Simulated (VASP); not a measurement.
# LiF (Fm-3m) in VASP: a series of runs

The runs below take LiF through single point, with PBE, r2SCAN.

Program: VASP 6.6.1. These are calculated values, not measurements. Logs are shortened: lines on timing, memory, paths and dates and some standing lists are left out, and cuts for length are marked.

**1. The cell of the first run**

It takes space group Fm-3m (No. 225, cubic). The conventional cell has a = 3.990 Å, b = 3.990 Å, c = 3.990 Å, α = 90.00°, β = 90.00°, γ = 90.00°. Within 2.6 Å of Li (site symmetry m-3m) lie 6 F at 2.00 Å. F (site symmetry m-3m) has 6 Li at 2.00 Å within 2.6 Å.

**2. Single point, PBE**

File INCAR:

```
SYSTEM = LiF
ALGO     = Normal         ! electronic algorithm
EDIFF    = 1E-7           ! SCF threshold, eV
ENCUT    = 520            ! plane-wave cutoff, eV
GGA      = PE             ! functional
ISIF     = 2              ! what is computed and relaxed
ISMEAR   = 0              ! smearing method
LASPH    = .True.         ! aspherical terms in the spheres
LCHARG   = .False.        ! write CHGCAR
LREAL    = .False.        ! projectors in reciprocal space
LWAVE    = .False.        ! write WAVECAR
NBANDS   = 12             ! bands
NELM     = 100            ! most SCF steps
PREC     = Accurate       ! precision mode
SIGMA    = 0.01           ! smearing width, eV
```

File KPOINTS:

```
k-points
0
Gamma
  8 8 8
  0 0 0
```

File POSCAR:

```
LiF
1.0
    0.0000000000      1.9951010522      1.9951010522
    1.9951010522      0.0000000000      1.9951010522
    1.9951010522      1.9951010522      0.0000000000
Li F
1 1
Direct
    0.0000000000      0.0000000000      0.0000000000
    0.5000000000      0.5000000000      0.5000000000
```

Potentials or basis: VASP PAW PBE potentials, release 64 (Li_sv, F).

The run is started by

```bash
> cat potpaw_PBE.64/Li_sv/POTCAR potpaw_PBE.64/F/POTCAR > POTCAR
> mpirun -np 1 vasp_std > vasp.out
```

OUTCAR:

```text
SYSTEM = LiF
   EDIFF = 1E-7
   ENCUT = 520
   GGA = PE
   ISIF = 2
   ISMEAR = 0
   LASPH = .True.
   LREAL = .False.
   NELM = 100
   PREC = Accurate

 ion  position               nearest neighbor table
   1  0.000  0.000  0.000-   2 2.00   2 2.00   2 2.00   2 2.00   2 2.00   2 2.00
   2  0.500  0.500  0.500-   1 2.00   1 2.00   1 2.00   1 2.00   1 2.00   1 2.00

  LATTYP: Found a face centered cubic cell.
 ALAT       =     3.9902021044

  Lattice vectors:

 A1 = (   0.0000000000,   1.9951010522,   1.9951010522)
 A2 = (   1.9951010522,   0.0000000000,   1.9951010522)
 A3 = (   1.9951010522,   1.9951010522,   0.0000000000)

Analysis of symmetry for initial positions (statically):
=====================================================================
 Subroutine PRICEL returns:
 Original cell was already a primitive cell.

 Routine SETGRP: Setting up the symmetry group for a
 face centered cubic supercell.

 Subroutine GETGRP returns: Found 48 space group operations
 (whereof 48 operations were pure point group operations)
 out of a pool of 48 trial point group operations.

The static configuration has the point symmetry O_h .

Analysis of symmetry for dynamics (positions and initial velocities):
=====================================================================
 Subroutine PRICEL returns:
 Original cell was already a primitive cell.

 Routine SETGRP: Setting up the symmetry group for a
 face centered cubic supercell.

 Subroutine GETGRP returns: Found 48 space group operations
 (whereof 48 operations were pure point group operations)
 out of a pool of 48 trial point group operations.

The dynamic configuration has the point symmetry O_h .

 Subroutine INISYM returns: Found 48 space group operations
 (whereof 48 operations are pure point group operations),
 and found     1 'primitive' translations

----------------------------------------------------------------------------------------

                                     Primitive cell

  volume of cell :      15.8827

  direct lattice vectors                    reciprocal lattice vectors
     0.000000000  1.995101052  1.995101052    -0.250613872  0.250613872  0.250613872
     1.995101052  0.000000000  1.995101052     0.250613872 -0.250613872  0.250613872
     1.995101052  1.995101052  0.000000000     0.250613872  0.250613872 -0.250613872

  length of vectors
     2.821498966  2.821498966  2.821498966     0.434075960  0.434075960  0.434075960

  position of ions in fractional coordinates (direct lattice)
     0.000000000  0.000000000  0.000000000
     0.500000000  0.500000000  0.500000000

  ion indices of the primitive-cell ions
   primitive index   ion index
                 1           1
                 2           2

----------------------------------------------------------------------------------------

 KPOINTS: k-points

Automatic generation of k-mesh.
 Grid dimensions read from file:
 generate k-points for:    8    8    8

 Generating k-lattice:

  Cartesian coordinates                     Fractional coordinates (reciprocal lattice)
    -0.031326734  0.031326734  0.031326734     0.125000000  0.000000000  0.000000000
     0.031326734 -0.031326734  0.031326734     0.000000000  0.125000000  0.000000000
     0.031326734  0.031326734 -0.031326734     0.000000000  0.000000000  0.125000000

  Length of vectors
     0.054259495  0.054259495  0.054259495

  Shift w.r.t. Gamma in fractional coordinates (k-lattice)
     0.000000000  0.000000000  0.000000000

 Subroutine IBZKPT returns following result:
 ===========================================

 Found     29 irreducible k-points:

 Following reciprocal coordinates:
            Coordinates               Weight
  0.000000  0.000000  0.000000      1.000000
  0.125000  0.000000  0.000000      8.000000
  0.250000  0.000000  0.000000      8.000000
  0.375000  0.000000  0.000000      8.000000
  0.500000  0.000000  0.000000      4.000000
  0.125000  0.125000  0.000000      6.000000
[... 16 lines left out ...]
  0.500000  0.250000  0.125000     48.000000
 -0.375000  0.250000  0.125000     24.000000
 [... further k-points ...]
   k-points           NKPTS =     29   k-points in BZ     NKDIM =     29   number of bands    NBANDS=     12
   number of dos      NEDOS =    301   number of ions     NIONS =      2
   total plane-waves  NPLWV =  13824
   dimension x,y,z NGX =    24 NGY =   24 NGZ =   24
   dimension x,y,z NGXF=    48 NGYF=   48 NGZF=   48
   ions per type =               1   1
   NGX,Y,Z   is equivalent  to a cutoff of  14.14, 14.14, 14.14 a.u.
   NGXF,Y,Z  is equivalent  to a cutoff of  28.28, 28.28, 28.28 a.u.
 SYSTEM =  LiF
   PREC   = accura    normal or accurate (medium, high low for compatibility)
   ISTART =      0    job   : 0-new  1-cont  2-samecut
   ICHARG =      2    charge: 1-file 2-atom 10-const
   ISPIN  =      1    spin polarized calculation?
   LNONCOLLINEAR =      F non collinear calculations
   LSORBIT =      F    spin-orbit coupling
   LASPH  =      T    aspherical Exc in radial PAW
   ENCUT  =  520.0 eV  38.22 Ry    6.18 a.u.   5.25  5.25  5.25*2*pi/ulx,y,z
   NELM   =    100;   NELMIN=  2; NELMDL= -5     # of ELM steps
   EDIFF  = 0.1E-06   stopping-criterion for ELM
   LREAL  =      F    real-space projection
   EDIFFG = 0.1E-05   stopping-criterion for IOM
   NSW    =      0    number of steps for IOM
   IBRION =     -1    ionic relax: 0-MD 1-quasi-New 2-CG
   NFREE  =      0    steps in history (QN), initial steepest desc. (CG)
   ISIF   =      2    stress and relaxation
   ISYM   =      2    0-nonsym 1-usesym 2-fastsym
   POTIM  = 0.5000    time-step for ionic-motion
   TEBEG  =    0.0;   TEEND  =   0.0 temperature during run
   PSTRESS=    0.0 pullay stress
   NELECT =      10.0000    total number of electrons
   NUPDOWN=      -1.0000    fix difference up-down
   EMIN   =  10.00;   EMAX   =-10.00  energy-range for DOS
   EFERMI =   0.00;   METHOD = LEGACY
   ISMEAR =     0;   SIGMA  =   0.01  broadening in eV -4-tet -1-fermi 0-gaus
   EFERMI_NEDOS =   21; number of points for ismear=-14 and -15
   IALGO  =     38    algorithm
   IMIX   =      4    mixing-type and parameters
     AMIX     =   0.40;   BMIX     =  1.00
     AMIX_MAG =   1.60;   BMIX_MAG =  1.00
  volume/ion in A,a.u.               =       7.94        53.59
  Fermi-wavevector in a.u.,A,eV,Ry     =   1.403137  2.651544 26.787043  1.968792
  Thomas-Fermi vector in A             =   2.525829
   LORBIT       =      0    0 simple, 1 ext, 2 COOP (PROOUT), +10 PAW based schemes
   GGA     = PE    functional components
   LHFCALC =     F    Hartree Fock is set to
   AEXX    =    0.0000 exact exchange contribution
   IVDW    =     0    specifies the selected vdW correction
   LEPSILON=     F    determine dielectric tensor
   LRPA    =     F    only Hartree local field effects (RPA)
 non-spin polarized calculation
 Gauss-broadening in eV      SIGMA  =   0.01
  energy-cutoff  :      520.00
  volume of cell :       15.88
 maximum number of plane-waves:       444
 NGX is ok and might be reduce to    24
   NGX = 11   NGY = 11   NGZ = 11

 number of electron      10.0000000 magnetization

 number of electron       9.9999997 magnetization

 Free energy of the ion-electron system (eV)
  ---------------------------------------------------
  ext. energy  EPLUGINS =         0.00000000
  ---------------------------------------------------
  free energy    TOTEN  =        -9.62808305 eV

  energy without entropy =       -9.62808305  energy(sigma->0) =       -9.62808305

 E-fermi :  -0.6555     XC(G=0): -10.1211

 val. band max:       -0.8443421621   @ k =   0.0000   0.0000   0.0000
 cond. band min:       8.5045073869   @ k =   0.0000   0.0000   0.0000
 fundamental gap:      9.3488495490
 Fermi energy:        -0.6554532692

 k-point     1 :       0.0000    0.0000    0.0000
  band No.  band energies     occupation
      1     -41.7030      2.00000
      2     -20.8971      2.00000
      3      -0.8443      2.00000
      4      -0.8443      2.00000
      5      -0.8443      2.00000
      6       8.5045      0.00000
      7      23.5001      0.00000
      8      23.5001      0.00000
      9      23.5001      0.00000
     10      23.7602      0.00000
     11      23.7602      0.00000
     12      23.7602      0.00000

 k-point     2 :       0.1250    0.0000    0.0000
  band No.  band energies     occupation
      1     -41.6934      2.00000
      2     -20.8349      2.00000
      3      -1.2923      2.00000
      4      -0.8810      2.00000
      5      -0.8810      2.00000
      6       8.9381      0.00000
      7      20.0063      0.00000
      8      21.7987      0.00000
      9      21.7987      0.00000
     10      25.1524      0.00000
     11      25.1566      0.00000
     12      25.1566      0.00000

 k-point     3 :       0.2500    0.0000    0.0000
  band No.  band energies     occupation
      1     -41.6701      2.00000
      2     -20.6784      2.00000
      3      -2.2566      2.00000
      4      -0.9668      2.00000
      5      -0.9668      2.00000
      6       9.7327      0.00000
      7      17.3559      0.00000
      8      19.9734      0.00000
      9      19.9734      0.00000
     10      26.5895      0.00000
     11      27.0420      0.00000
     12      27.0420      0.00000

 k-point     4 :       0.3750    0.0000    0.0000
  band No.  band energies     occupation
      1     -41.6467      2.00000
      2     -20.5128      2.00000
      3      -3.1135      2.00000
      4      -1.0489      2.00000
      5      -1.0489      2.00000
      6      10.0851      0.00000
      7      16.3408      0.00000
      8      18.7177      0.00000
      9      18.7177      0.00000
     10      28.5481      0.00000
     11      29.3392      0.00000
     12      29.3392      0.00000

 k-point     5 :       0.5000    0.0000    0.0000
  band No.  band energies     occupation
      1     -41.6371      2.00000
      2     -20.4419      2.00000
      3      -3.4472      2.00000
      4      -1.0819      2.00000
      5      -1.0819      2.00000
      6      10.0786      0.00000
      7      16.2337      0.00000
      8      18.2780      0.00000
      9      18.2780      0.00000
     10      30.0323      0.00000
     11      30.6827      0.00000
     12      30.6827      0.00000
[... 228 lines left out ...]
      1     -41.6203      2.00000
      2     -20.1558      2.00000
      3      -3.9727      2.00000
      4      -1.8844      2.00000
      5      -1.8844      2.00000
      6      14.2355      0.00000
      7      15.7621      0.00000
      8      16.9524      0.00000
      9      19.7301      0.00000
     10      19.7301      0.00000
     11      33.0829      0.00000
     12      37.9108      0.00000

 k-point    22 :       0.3750    0.2500    0.1250
  band No.  band energies     occupation
      1     -41.6536      2.00000
      2     -20.5343      2.00000
      3      -2.5261      2.00000
      4      -1.6356      2.00000
      5      -1.1472      2.00000
      6      10.8948      0.00000
      7      16.4246      0.00000
      8      19.0811      0.00000
      9      19.6037      0.00000
     10      23.1925      0.00000
     11      30.7311      0.00000
     12      30.8152      0.00000

 k-point    23 :       0.5000    0.2500    0.1250
  band No.  band energies     occupation
      1     -41.6355      2.00000
      2     -20.3813      2.00000
      3      -3.0386      2.00000
      4      -2.0045      2.00000
      5      -1.2740      2.00000
      6      11.6664      0.00000
      7      15.3507      0.00000
      8      18.5037      0.00000
      9      18.9761      0.00000
     10      25.2321      0.00000
     11      29.9543      0.00000
     12      32.6696      0.00000

 k-point    24 :      -0.3750    0.2500    0.1250
  band No.  band energies     occupation
      1     -41.6280      2.00000
      2     -20.3157      2.00000
      3      -3.2581      2.00000
      4      -2.1238      2.00000
      5      -1.3447      2.00000
      6      11.8601      0.00000
      7      15.1539      0.00000
      8      18.3747      0.00000
      9      18.6573      0.00000
     10      27.1779      0.00000
     11      28.2996      0.00000
     12      33.9435      0.00000

 [... further k-points ...]

------------------------ aborting loop because EDIFF is reached ----------------------------------------

  FORCE on cell =-STRESS in cart. coord.  units (eV):
  Direction    XX          YY          ZZ          XY          YZ          ZX
  --------------------------------------------------------------------------------------
  -------------------------------------------------------------------------------------
  Total        0.3908550      0.3908550      0.3908550      0.0000000      0.0000000      0.0000000
  in kB       39.4277084     39.4277084     39.4277084      0.0000000      0.0000000      0.0000000
  external PRESSURE =      39.4277084 kB  Pullay stress =       0.0000000 kB

 VOLUME and BASIS-vectors are now :
 -----------------------------------------------------------------------------
  energy-cutoff  :      520.00
  volume of cell :       15.88
      direct lattice vectors                 reciprocal lattice vectors
     0.000000000  1.995101052  1.995101052    -0.250613872  0.250613872  0.250613872
     1.995101052  0.000000000  1.995101052     0.250613872 -0.250613872  0.250613872
     1.995101052  1.995101052  0.000000000     0.250613872  0.250613872 -0.250613872

 POSITION                                       TOTAL-FORCE (eV/Angst)
 -----------------------------------------------------------------------------------
      0.00000      0.00000      0.00000         0.000000     -0.000000     -0.000000
      1.99510      1.99510      1.99510        -0.000000      0.000000      0.000000
 -----------------------------------------------------------------------------------
    total drift:                               -0.000000     -0.000000      0.000000

  FREE ENERGIE OF THE ION-ELECTRON SYSTEM (eV)
  ---------------------------------------------------
  free  energy   TOTEN  =        -9.6280830465 eV

  energy  without entropy=       -9.6280830465  energy(sigma->0) =       -9.62808305
```

Run time: 4.3 s. Hardware: 1 thread of AMD EPYC 9R45 (Zen 5), shared host; peak memory 0.1 GiB.

What came out:

- Free energy: -9.6281 eV
- Band gap on the k mesh: 9.35 eV, direct

Levels at points of the mesh, in eV from the valence-band top:
| k point | band 1 | band 2 | band 3 | band 4 | band 5 | band 6 | band 7 | band 8 | band 9 | band 10 |
| --- | --- | --- | --- | --- | --- | --- | --- | --- | --- | --- |
| (0.00, 0.00, 0.00) | -40.86 | -20.05 | 0.00 | 0.00 | 0.00 | 9.35 | 24.34 | 24.34 | 24.34 | 24.60 |
| (0.50, 0.00, 0.00) | -40.79 | -19.60 | -2.60 | -0.24 | -0.24 | 10.92 | 17.08 | 19.12 | 19.12 | 30.88 |
| (0.50, 0.50, 0.00) | -40.78 | -19.31 | -3.13 | -1.04 | -1.04 | 15.08 | 16.61 | 17.80 | 20.57 | 20.57 |

Caveat: the cutoff is under 1.25 times the usual one of these potentials, so pressure, stress and relaxed cells hold a basis-set (Pulay) error. PBE gaps usually lie below the measured ones, often by a third to a half.

**3. Single point, PBE**

File INCAR:

```
  PREC = Accurate
  ENCUT = 520
  EDIFF = 1E-7
  ISMEAR = 0
  SIGMA = 0.01
  LREAL = False
  LASPH = True
  NELM = 80
  ALGO = Normal
  ISIF = 2
  LWAVE = False
  LCHARG = False
  GGA = PE
  NBANDS = 12
```

File KPOINTS:

```
regular mesh
0
Gamma
  8 8 8
```

POSCAR is that of step 2.

Potentials or basis: VASP PAW PBE potentials, release 64 (Li_sv, F).

The run is started by

```bash
> cat potpaw_PBE.64/Li_sv/POTCAR potpaw_PBE.64/F/POTCAR > POTCAR
> mpirun -np 1 vasp_std > vasp.out
```

Wall time 4.3 s (1 thread of AMD EPYC 9R45 (Zen 5), shared host); peak memory 0.1 GiB.

The run converged. Its results:

| Item | Value |
| --- | --- |
| Free energy | -9.6281 eV |
| Band gap on the k mesh | 9.35 eV, direct |

Levels at points of the mesh, in eV from the valence-band top:
```csv
k point,band 1,band 2,band 3,band 4,band 5,band 6,band 7,band 8,band 9,band 10
"(0.00, 0.00, 0.00)",-40.86,-20.05,0.00,0.00,0.00,9.35,24.34,24.34,24.34,24.60
"(0.50, 0.00, 0.00)",-40.79,-19.60,-2.60,-0.24,-0.24,10.92,17.08,19.12,19.12,30.88
"(0.50, 0.50, 0.00)",-40.78,-19.31,-3.13,-1.04,-1.04,15.08,16.61,17.80,20.57,20.57
```

Caveat: the cutoff is under 1.25 times the usual one of these potentials, so pressure, stress and relaxed cells hold a basis-set (Pulay) error. A k mesh can miss the band edges.

(Part 1 of 2 ends here.)
